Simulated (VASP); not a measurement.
Cd3O: single point with PBE

The system is Cd3O.

```xyz
4
Lattice="-1.9364 1.9364 4.8680 1.9364 -1.9364 4.8680 1.9364 1.9364 -4.8680" Properties=species:S:1:pos:R:3 pbc="T T T"
Cd    0.0000    0.0000    4.8680
Cd    1.9364    0.0000    2.4340
Cd    0.0000    1.9364    2.4340
O     0.0000    0.0000    0.0000
```

```yaml
Program: VASP 6.6.1
Task: single point
Functional: PBE
Potentials_or_basis: VASP PAW PBE potentials, release 64 (Cd_sv_GW, O)
Cutoff: 600 eV
k_mesh: 16 × 16 × 16
Occupations: gaussian, width 0.1 eV
Spin: no spin polarisation
Dipole_correction: no
Further_INCAR_settings: ALGO = Normal; EDIFF = 1e-06; NBANDS = 41
```

The pressure is -0.7 GPa and the band gap on the k mesh is zero (bands 33 and 34 overlap by 1.37 eV).

Levels at points of the mesh, in eV from the Fermi level:
| k point | band 29 | band 30 | band 31 | band 32 | band 33 | band 34 | band 35 | band 36 | band 37 | band 38 |
| --- | --- | --- | --- | --- | --- | --- | --- | --- | --- | --- |
| (0.00, 0.00, 0.00) | -7.01 | -3.22 | -1.98 | -1.98 | 0.93 | 1.29 | 2.96 | 2.96 | 5.50 | 6.46 |
| (0.50, 0.00, 0.00) | -5.65 | -4.45 | -2.85 | -1.46 | -0.62 | 1.10 | 1.98 | 5.36 | 6.32 | 7.19 |
| (0.50, 0.50, 0.00) | -3.63 | -3.41 | -2.95 | -2.65 | -0.33 | -0.31 | 0.41 | 2.10 | 3.58 | 4.65 |
| (0.50, 0.50, 0.50) | -7.27 | -3.71 | -2.25 | -2.25 | -0.84 | 2.84 | 2.84 | 4.83 | 6.72 | 7.89 |

Run time: 18 min on 1 thread of Intel(R) Xeon(R) 6975P-C (Granite Rapids) (shared host), peak memory 1.2 GiB.
